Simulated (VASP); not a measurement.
# Na3LaN2: single point with PBE

The system is Na3LaN2.

```
Na La N
1.0
     4.44483    0.00000    0.00000
     0.00000    4.44483    0.00000
     0.00000    0.00000    6.01356
Na La N
3 1 2
Direct
  0.50000 0.00000 0.55574
  0.00000 0.50000 0.44426
  0.50000 0.50000 0.00000
  0.00000 0.00000 0.00000
  0.50000 0.00000 0.17476
  0.00000 0.50000 0.82524
```

```yaml
Program: VASP 6.6.1
Task: single point
Functional: PBE
Potentials_or_basis: VASP PAW PBE potentials, release 64 (Na_pv, La, N)
Cutoff: 520 eV
k_mesh: 4 × 4 × 4
Occupations: gaussian, width 0.1 eV
Spin: no spin polarisation
Dipole_correction: no
Further_INCAR_settings: ALGO = Normal; EDIFF = 1e-07; NBANDS = 30
```

```json
{
  "Pressure": "0.1 GPa",
  "Largest force": "0.039 eV/Å"
}
```

Forces in eV/Å, atoms in the order of the input:
```
Na   0.000  0.000  0.020
Na   0.000  0.000 -0.020
Na   0.000  0.000  0.000
La   0.000  0.000  0.000
N    0.000  0.000 -0.039
N    0.000  0.000  0.039
```

Stress tensor (GPa, compression positive):
```
 0.22  0.00  0.00
 0.00  0.22  0.00
 0.00  0.00 -0.03
```

Levels at points of the mesh, in eV from the Fermi level:
```tsv
k point	band 18	band 19	band 20	band 21	band 22	band 23	band 24	band 25
(0.00, 0.00, 0.00)	-1.11	-1.11	-0.16	-0.16	-0.03	3.24	3.68	3.81
(0.50, 0.00, 0.00)	-0.97	-0.90	-0.77	-0.70	1.01	2.20	3.43	3.69
(0.50, 0.50, 0.00)	-0.79	-0.56	-0.51	-0.51	1.72	1.75	1.75	3.43
(0.00, 0.00, 0.50)	-1.20	-1.20	-0.07	-0.07	1.61	1.64	3.38	3.83
(0.50, 0.00, 0.50)	-1.10	-0.89	-0.80	-0.58	1.97	2.25	2.91	3.65
(0.50, 0.50, 0.50)	-0.91	-0.90	-0.69	-0.69	2.19	2.19	2.37	3.26
```

Run time: 110 s on 1 thread of Intel(R) Xeon(R) Platinum 8488C (Sapphire Rapids), on a shared host, peak memory 0.27 GiB.

Caveat: spin-orbit coupling is left out, which moves the levels of the heavy elements.
